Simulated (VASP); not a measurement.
# SnO in VASP: settings compared, part 2 of 3

VASP 6.6.1. Earlier steps stand in the parts before.

**3. Single point, PBE+D3(BJ) (biaxial strain +0.020, then relaxed in part)**

INCAR reads:

```
SYSTEM = SnO
PREC = Accurate ; ENCUT = 520
EDIFF = 1E-7 ; ISMEAR = 0
SIGMA = 0.02 ; LREAL = .FALSE.
LASPH = .TRUE. ; NELM = 80
ALGO = Normal ; ISIF = 2
LWAVE = .FALSE. ; LCHARG = .FALSE.
LDIPOL = .TRUE. ; IDIPOL = 3
DIPOL = 0.5 0.5 0.500 ; GGA = PE
IVDW = 12 ; NBANDS = 28
```

KPOINTS reads:

```
Automatic mesh
0
G
  6 6 1
  0 0 0
```

POSCAR reads:

```
SnO
1.0
    3.8969716615      0.0000000000      0.0000000000
    0.0000000000      3.8969716615      0.0000000000
    0.0000000000      0.0000000000     30.6334027017
Sn O
2 2
Direct
    0.5000000000      0.0000000000      0.4622471806
    0.0000000000      0.5000000000      0.5377528194
    0.0000000000      0.0000000000      0.5000000000
    0.5000000000      0.5000000000      0.5000000000
```

Potentials or basis: VASP PAW PBE potentials, release 64 (Sn_d, O).

Command:

```bash
$ cat potpaw_PBE.64/Sn_d/POTCAR potpaw_PBE.64/O/POTCAR > POTCAR
$ mpirun -np 1 vasp_std > vasp.out
```

OUTCAR:

```text
SYSTEM = SnO
   PREC = Accurate
   ENCUT = 520
   EDIFF = 1E-7
   ISMEAR = 0
   LREAL = .FALSE.
   LASPH = .TRUE.
   NELM = 80
   ISIF = 2
   GGA = PE
   IVDW = 12
 IVDW          = 12

 ion  position               nearest neighbor table
   1  0.500  0.000  0.462-   3 2.27   4 2.27   4 2.27   3 2.27   2 3.60   2 3.60   2 3.60   2 3.60

   2  0.000  0.500  0.538-   3 2.27   4 2.27   3 2.27   4 2.27   1 3.60   1 3.60   1 3.60   1 3.60

   3  0.000  0.000  0.500-   1 2.27   2 2.27   2 2.27   1 2.27
   4  0.500  0.500  0.500-   1 2.27   2 2.27   1 2.27   2 2.27

  LATTYP: Found a simple tetragonal cell.
 ALAT       =     3.8969716615
 C/A-ratio  =     7.8608225470

  Lattice vectors:

 A1 = (   3.8969716615,   0.0000000000,   0.0000000000)
 A2 = (   0.0000000000,   3.8969716615,   0.0000000000)
 A3 = (   0.0000000000,   0.0000000000,  30.6334027017)

Analysis of symmetry for initial positions (statically):
=====================================================================
 Subroutine PRICEL returns:
 Original cell was already a primitive cell.

 Routine SETGRP: Setting up the symmetry group for a
 simple tetragonal supercell.

 Subroutine GETGRP returns: Found 16 space group operations
 (whereof  8 operations were pure point group operations)
 out of a pool of 16 trial point group operations.

The static configuration has the point symmetry D_2d.
 The point group associated with its full space group is D_4h.

Analysis of symmetry for dynamics (positions and initial velocities):
=====================================================================
 Subroutine PRICEL returns:
 Original cell was already a primitive cell.

 Routine SETGRP: Setting up the symmetry group for a
 simple tetragonal supercell.

 Subroutine GETGRP returns: Found 16 space group operations
 (whereof  8 operations were pure point group operations)
 out of a pool of 16 trial point group operations.

The dynamic configuration has the point symmetry D_2d.
 The point group associated with its full space group is D_4h.

 Subroutine INISYM returns: Found 16 space group operations
 (whereof  8 operations are pure point group operations),
 and found     1 'primitive' translations

----------------------------------------------------------------------------------------

                                     Primitive cell

  volume of cell :     465.2107

  direct lattice vectors                    reciprocal lattice vectors
     3.896971661  0.000000000  0.000000000     0.256609513  0.000000000  0.000000000
     0.000000000  3.896971661  0.000000000     0.000000000  0.256609513  0.000000000
     0.000000000  0.000000000 30.633402702     0.000000000  0.000000000  0.032644105

  length of vectors
     3.896971661  3.896971661 30.633402702     0.256609513  0.256609513  0.032644105

  position of ions in fractional coordinates (direct lattice)
     0.500000000  0.000000000  0.462247181
     0.000000000  0.500000000  0.537752819
     0.000000000  0.000000000  0.500000000
     0.500000000  0.500000000  0.500000000

  ion indices of the primitive-cell ions
   primitive index   ion index
                 1           1
                 2           2
                 3           3
                 4           4

[... 32 lines left out ...]
  0.166667  0.166667  0.000000      4.000000
  0.333333  0.166667  0.000000      8.000000
  0.500000  0.166667  0.000000      4.000000
  0.333333  0.333333  0.000000      4.000000
  0.500000  0.333333  0.000000      4.000000
  0.500000  0.500000  0.000000      1.000000
   k-points           NKPTS =     10   k-points in BZ     NKDIM =     10   number of bands    NBANDS=     28
   number of dos      NEDOS =    301   number of ions     NIONS =      4
   total plane-waves  NPLWV = 216000
   dimension x,y,z NGX =    30 NGY =   30 NGZ =  240
   dimension x,y,z NGXF=    60 NGYF=   60 NGZF=  480
   ions per type =               2   2
   NGX,Y,Z   is equivalent  to a cutoff of  12.80, 12.80, 13.02 a.u.
   NGXF,Y,Z  is equivalent  to a cutoff of  25.60, 25.60, 26.05 a.u.
 SYSTEM =  SnO
   PREC   = accura    normal or accurate (medium, high low for compatibility)
   ISTART =      0    job   : 0-new  1-cont  2-samecut
   ICHARG =      2    charge: 1-file 2-atom 10-const
   ISPIN  =      1    spin polarized calculation?
   LNONCOLLINEAR =      F non collinear calculations
   LSORBIT =      F    spin-orbit coupling
   LASPH  =      T    aspherical Exc in radial PAW
   ENCUT  =  520.0 eV  38.22 Ry    6.18 a.u.   7.25  7.25 56.96*2*pi/ulx,y,z
   NELM   =     80;   NELMIN=  2; NELMDL= -5     # of ELM steps
   EDIFF  = 0.1E-06   stopping-criterion for ELM
   LREAL  =      F    real-space projection
   EDIFFG = 0.1E-05   stopping-criterion for IOM
   NSW    =      0    number of steps for IOM
   IBRION =     -1    ionic relax: 0-MD 1-quasi-New 2-CG
   NFREE  =      0    steps in history (QN), initial steepest desc. (CG)
   ISIF   =      2    stress and relaxation
   ISYM   =      2    0-nonsym 1-usesym 2-fastsym
   POTIM  = 0.5000    time-step for ionic-motion
   TEBEG  =    0.0;   TEEND  =   0.0 temperature during run
   PSTRESS=    0.0 pullay stress
   NELECT =      40.0000    total number of electrons
   NUPDOWN=      -1.0000    fix difference up-down
   EMIN   =  10.00;   EMAX   =-10.00  energy-range for DOS
   EFERMI =   0.00;   METHOD = LEGACY
   ISMEAR =     0;   SIGMA  =   0.02  broadening in eV -4-tet -1-fermi 0-gaus
   EFERMI_NEDOS =   21; number of points for ismear=-14 and -15
   IALGO  =     38    algorithm
   IMIX   =      4    mixing-type and parameters
     AMIX     =   0.40;   BMIX     =  1.00
     AMIX_MAG =   1.60;   BMIX_MAG =  1.00
  volume/ion in A,a.u.               =     116.30       784.85
  Fermi-wavevector in a.u.,A,eV,Ry     =   0.722567  1.365454  7.103648  0.522103
  Thomas-Fermi vector in A             =   1.812563
   LORBIT       =      0    0 simple, 1 ext, 2 COOP (PROOUT), +10 PAW based schemes
   GGA     = PE    functional components
   LHFCALC =     F    Hartree Fock is set to
   AEXX    =    0.0000 exact exchange contribution
   IVDW    =    12    specifies the selected vdW correction
   LEPSILON=     F    determine dielectric tensor
   LRPA    =     F    only Hartree local field effects (RPA)
 non-spin polarized calculation
 Gauss-broadening in eV      SIGMA  =   0.02
  energy-cutoff  :      520.00
  volume of cell :      465.21
 maximum number of plane-waves:     12572
 NGX is ok and might be reduce to    30
   NGX = 15   NGY = 15   NGZ =113

 number of electron      39.9999990 magnetization

 dipolmoment           0.000000      0.000000     -0.000000 electrons x Angstroem

 Free energy of the ion-electron system (eV)
  ---------------------------------------------------
  ext. energy  EPLUGINS =         0.00000000
  ---------------------------------------------------
  free energy    TOTEN  =       -22.57460095 eV

  energy without entropy =      -22.57460095  energy(sigma->0) =      -22.57460095

 E-fermi :  -3.4690     XC(G=0):  -2.0335

 val. band max:       -3.5666878008   @ k =   0.1667   0.1667   0.0000
 cond. band min:      -0.7603700054   @ k =   0.0000   0.0000   0.0000
 fundamental gap:      2.8063177954
 Fermi energy:        -3.4690262409

 k-point     1 :       0.0000    0.0000    0.0000
  band No.  band energies     occupation
      1     -24.1955      2.00000
      2     -23.8557      2.00000
      3     -23.8387      2.00000
      4     -23.8387      2.00000
      5     -23.8206      2.00000
      6     -23.8005      2.00000
[... 299 lines left out ...]
     27       3.5950      0.00000
     28       3.5950      0.00000

------------------------ aborting loop because EDIFF is reached ----------------------------------------

 vacuum level on the upper side and lower side of the slab       (xc-potential included)        -0.006        -0.006

 Edisp (eV)   -0.52804

 E8    (eV) :    -0.2390

  FORCE on cell =-STRESS in cart. coord.  units (eV):
  Direction    XX          YY          ZZ          XY          YZ          ZX
  --------------------------------------------------------------------------------------
  -------------------------------------------------------------------------------------
  Total      -1.18431    -1.18431     0.13151     0.00000    -0.00000     0.00000
  in kB      -4.07874    -4.07874     0.45291     0.00000    -0.00000     0.00000
  external pressure =       -2.57 kB  Pullay stress =        0.00 kB

 VOLUME and BASIS-vectors are now :
 -----------------------------------------------------------------------------
  energy-cutoff  :      520.00
  volume of cell :      465.21
      direct lattice vectors                 reciprocal lattice vectors
     3.896971661  0.000000000  0.000000000     0.256609513  0.000000000  0.000000000
     0.000000000  3.896971661  0.000000000     0.000000000  0.256609513  0.000000000
     0.000000000  0.000000000 30.633402702     0.000000000  0.000000000  0.032644105

 POSITION                                       TOTAL-FORCE (eV/Angst)
 -----------------------------------------------------------------------------------
      1.94849      0.00000     14.16020        -0.000000      0.000000     -0.086353
      0.00000      1.94849     16.47320        -0.000000     -0.000000      0.086353
      0.00000      0.00000     15.31670        -0.000000      0.000000      0.000000
      1.94849      1.94849     15.31670         0.000000      0.000000      0.000000
 -----------------------------------------------------------------------------------
    total drift:                                0.000000      0.000000      0.000000

  FREE ENERGIE OF THE ION-ELECTRON SYSTEM (eV)
  ---------------------------------------------------
  free  energy   TOTEN  =       -23.1026424228 eV

  energy  without entropy=      -23.1026424228  energy(sigma->0) =      -23.10264242

 vacuum level on the upper side and lower side of the slab         1.707         1.707
```

OSZICAR:

```text
N       E                     dE             d eps       ncg     rms          rms(c)
DAV:   1     0.334517051996E+03    0.33452E+03   -0.17729E+04   688   0.115E+03
DAV:   2     0.377794318022E+02   -0.29674E+03   -0.28798E+03   704   0.275E+02
DAV:   3    -0.243222744074E+02   -0.62102E+02   -0.61513E+02   772   0.138E+02
[... 17 lines left out ...]
DAV:  21    -0.225745976886E+02   -0.16252E-06   -0.49039E-08   556   0.170E-03    0.177E-04
DAV:  22    -0.225745993099E+02   -0.16213E-05   -0.25485E-08   480   0.944E-04    0.201E-04
DAV:  23    -0.225746002948E+02   -0.98489E-06   -0.16655E-08   512   0.123E-03    0.146E-04
DAV:  24    -0.225746009081E+02   -0.61334E-06   -0.84741E-09   484   0.542E-04    0.633E-05
DAV:  25    -0.225746009548E+02   -0.46691E-07   -0.86749E-10   536   0.410E-04
   1 F= -.23102642E+02 E0= -.23102642E+02  d E =-.103984E-12
```

It took 5.3 min on 1 thread of Intel Xeon 6975P-C, shared host; peak memory 0.52 GiB.

What came out:

| Item | Value |
| --- | --- |
| Free energy | -23.1026 eV |
| Largest force | 0.086 eV/Å |
| Band gap on the k mesh | 2.81 eV, indirect (least direct gap 2.82 eV) |
| Dispersion energy per atom | -0.132 eV |

Forces on the atoms (eV/Å):
```
Sn   0.000  0.000 -0.086
Sn   0.000  0.000  0.086
O    0.000  0.000  0.000
O    0.000  0.000  0.000
```

Levels at points of the mesh, in eV from the valence-band top:
```
           k point  band 16  band 17  band 18  band 19  band 20  band 21  band 22  band 23  band 24  band 25
(0.00, 0.00, 0.00)    -3.75    -2.07    -1.82    -1.82    -0.02     2.81     2.83     5.11     5.17     5.45
(0.50, 0.00, 0.00)    -3.64    -3.36    -3.36    -0.54    -0.54     3.24     3.24     5.45     5.45     6.98
(0.50, 0.50, 0.00)    -3.74    -1.18    -1.18    -0.74    -0.74     3.07     3.07     5.18     5.18     6.54
```

Caveat: the cell differs from its parent crystal (biaxial strain +0.020, then relaxed in part); spin-orbit coupling is left out, which moves the levels of the heavy elements.

(Continued in part 3 of 3.)
